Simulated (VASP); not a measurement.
The system is TePb.

```
CELL_PARAMETERS angstrom
0.00000 3.27090 3.27090
3.27090 0.00000 3.27090
3.27090 3.27090 0.00000
ATOMIC_POSITIONS crystal
Pb 0.00000 0.00000 0.00000
Te 0.50000 0.50000 0.50000
```

| Property | Result |
| --- | --- |
| Program | VASP 6.6.1 |
| Task | relaxation of cell and atoms |
| Functional | LDA |
| Potentials or basis | VASP PAW LDA potentials, release 64 (Pb_d, Te) |
| Cutoff | 500 eV |
| k mesh | 8 × 8 × 8 |
| Occupations | gaussian, width 0.02 eV |
| Spin | no spin polarisation |

At the start: pressure -3.0 GPa; volume 34.99 Å³/atom.

Where does the relaxation end?

Over 3 steps the energy falls by 25.0 meV/atom and the volume is 32.52 Å³/atom (-7.1 %); space group Fm-3m (No. 225, to 0.1 Å) before and after.

The path:
| step | energy change (eV) | largest force (eV/Å) | pressure (GPa) | volume (Å³) |
| --- | --- | --- | --- | --- |
| 1 | 0.0000 | 0.0000 | -3.04 | 69.99 |
| 2 | -0.0439 | 0.0000 | 1.27 | 63.48 |
| 3 | -0.0500 | 0.0000 | 0.00 | 65.05 |

Final structure:
```
Pb Te
1.0
     0.00000    3.19206    3.19206
     3.19206    0.00000    3.19206
     3.19206    3.19206    0.00000
Pb Te
1 1
Direct
  0.00000 0.00000 0.00000
  0.50000 0.50000 0.50000
```
